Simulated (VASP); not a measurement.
Here is a VASP 6.6.1 calculation.

The input INCAR:

```
SYSTEM = Si
PREC = Accurate
ENCUT = 520
EDIFF = 1E-7
ISMEAR = 0
SIGMA = 0.15
LREAL = .False.
LASPH = .True.
NELM = 80
ALGO = Normal
ISIF = 2
LWAVE = .False.
LCHARG = .False.
NBANDS = 8
```

File KPOINTS:

```
Automatic mesh
0
Gamma
  30 30 26
  0 0 0
```

The input POSCAR:

```
Si
1.0
    2.6820083940      0.0000000000      0.0000000000
   -1.3410041970      2.3226874023      0.0000000000
    0.0000000000      0.0000000000      2.3371647904
Si
1
Direct
    0.0000000000      0.0000000000      0.0000000000
```

Potentials or basis: VASP PAW LDA potentials, release 64 (Si).

Command:

```bash
$ cat potpaw_LDA.64/Si/POTCAR > POTCAR
$ mpirun -np 1 vasp_std > vasp.out
```

Predict the band gap on the k mesh.

zero (band 2 reaches 17.82 eV, above the bottom of band 3 at 4.97 eV).

Predict the pressure.

2.2 GPa.

Stress tensor (GPa, compression positive):
```
-4.53  0.00  0.00
 0.00 -4.53  0.00
 0.00  0.00 15.59
```
